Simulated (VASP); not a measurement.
A run of VASP 6.6.1:

INCAR

```
SYSTEM = CS2
ALGO = Normal ; EDIFF = 1E-7
EDIFFG = -0.3 ; ENCUT = 520
GGA = PS ; IBRION = 2
ISIF = 2 ; ISMEAR = -1
LASPH = .True. ; LCHARG = .False.
LREAL = Auto ; LWAVE = .False.
NELM = 60 ; NSW = 35
PREC = Accurate ; SIGMA = 0.05
```

File KPOINTS:

```
k-points
0
Gamma
  1 1 1
  0 0 0
```

POSCAR

```
CS2
1.0
    9.2831780000      0.0000000000      0.0000000000
    0.0000000000      9.2831780000      0.0000000000
    0.0000000000      0.0000000000      9.2831780000
S C
16 8
Direct
    0.3481812000      0.8963189000      0.2459302000
    0.5578639000      1.0883475000      0.0662702000
    1.0707246000      0.1866894000      0.6006681000
    0.7493516000      0.1277578000      0.5208812000
    0.1951490000      0.4577395000      0.7704368000
   -0.0500796000      0.6730825000      0.6891360000
    0.3399602000      0.6262433000      0.5133280000
    0.5543140000      0.5697233000      0.7662656000
    0.9585093000      0.8389574000      0.2431548000
    0.9254069000      0.5184977000      0.1465661000
    0.5610201000      0.4343195000      0.1531806000
    0.3679883000      0.2869332000      0.3858510000
   -0.0410492000      0.0810623000      0.9294298000
    0.2766479000     -0.0048948000      0.8601518000
    0.2478675000      0.7050535000      0.0143664000
    0.2261420000      0.3707616000      0.0443074000
    0.4530226000      0.9923332000      0.1561002000
    0.9100381000      0.1572236000      0.5607746000
    0.0725347000      0.5654110000      0.7297864000
    0.4471371000      0.5979833000      0.6397968000
    0.9419581000      0.6787276000      0.1948605000
    0.4645042000      0.3606264000      0.2695158000
    0.1177993000      0.0380838000      0.8947908000
    0.2370047000      0.5379076000      0.0293369000
```

Potentials or basis: VASP PAW PBE potentials, release 64 (S, C).

Run with:

```bash
$ cat potpaw_PBE.64/S/POTCAR potpaw_PBE.64/C/POTCAR > POTCAR
$ mpirun -np 1 vasp_gam > vasp.out
```

Hardware: 1 thread of Intel(R) Xeon(R) Platinum 8488C (Sapphire Rapids), on a shared host.

**Question.** Estimate the wall time of this run.

**Answer.** Run time: 33 min on 1 thread of Intel(R) Xeon(R) Platinum 8488C (Sapphire Rapids) (shared host), peak memory 0.72 GiB. Counts: scf iterations 327, k points 1, ion steps 30.
